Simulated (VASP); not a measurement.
## Rh: single point with PBE+D3(BJ)

Crystal: Rh.

```xyz
1
Lattice="0.0000 1.8967 1.8967 1.8967 0.0000 1.8967 1.8967 1.8967 0.0000" Properties=species:S:1:pos:R:3 pbc="T T T"
Rh    0.0000    0.0000    0.0000
```

* Program: VASP 6.6.1
* Task: single point
* Functional: PBE
* Dispersion: D3(BJ)
* Potentials or basis: VASP PAW PBE potentials, release 64 (Rh_pv)
* Cutoff: 520 eV
* k mesh: 18 × 18 × 18
* Occupations: gaussian, width 0.1 eV
* Spin: no spin polarisation
* Dipole correction: no
* Further INCAR settings: ALGO = Normal; EDIFF = 1e-07; NBANDS = 14

- Pressure: 0.1 GPa
- Dispersion energy per atom: -0.652 eV

Levels at points of the mesh, in eV from the Fermi level:
| k point | band 5 | band 6 | band 7 | band 8 | band 9 | band 10 |
| --- | --- | --- | --- | --- | --- | --- |
| (0.00, 0.00, 0.00) | -3.12 | -3.12 | -3.12 | -1.01 | -1.01 | 15.99 |
| (0.50, 0.00, 0.00) | -3.20 | -3.20 | 0.57 | 0.57 | 0.72 | 8.71 |
| (0.50, 0.50, 0.00) | -6.02 | 0.54 | 0.99 | 0.99 | 3.27 | 12.37 |

It took 41 s on 1 thread of Intel(R) Xeon(R) Platinum 8259CL CPU @ 2.50GHz (Skylake/Cascade Lake), with other jobs on the host, peak memory 0.16 GiB.

Caveat: pairwise dispersion overbinds metals, which lowers pressure and volume.
